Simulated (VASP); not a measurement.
A run of VASP 6.6.1 is set up as follows.

Contents of INCAR:

```
ALGO     = Normal         # electronic algorithm
EDIFF    = 1E-7           # SCF threshold, eV
ENCUT    = 520            # plane-wave cutoff, eV
GGA      = PS             # functional
ISIF     = 2              # what is computed and relaxed
ISMEAR   = 0              # smearing method
LASPH    = T              # aspherical terms in the spheres
LCHARG   = F              # write CHGCAR
LREAL    = F              # projectors in reciprocal space
LWAVE    = F              # write WAVECAR
NBANDS   = 17             # bands
NELM     = 80             # most SCF steps
PREC     = Accurate       # precision mode
SIGMA    = 0.15           # smearing width, eV
```

File KPOINTS:

```
k-points
0
Gamma
  18 18 10
```

POSCAR

```
Pt
1.0
    2.5980000000      0.0000000000      0.0000000000
   -1.2990000000      2.2499339990      0.0000000000
    0.0000000000      0.0000000000      4.5500000000
Pt
2
Direct
    0.6666666667      0.3333333333      0.7500000000
    0.3333333333      0.6666666667      0.2500000000
```

Potentials or basis: VASP PAW PBE potentials, release 64 (Pt).

Run with:

```console
$ cat potpaw_PBE.64/Pt/POTCAR > POTCAR
$ mpirun -np 1 vasp_std > vasp.out
```

Q: What does it give for the band gap on the k mesh?

A: Zero (bands 10 and 11 overlap by 1.77 eV).

Q: Estimate the pressure.

A: 52.1 GPa.

Stress tensor (GPa, compression positive):
```
56.54  0.00  0.00
 0.00 56.54  0.00
 0.00  0.00 43.31
```

Caveat: the stress differs along the axes, from 43 to 57 GPa; the PAW data sets were made with another functional, which shifts forces and pressure a little; spin-orbit coupling is left out, which moves the levels of the heavy elements.
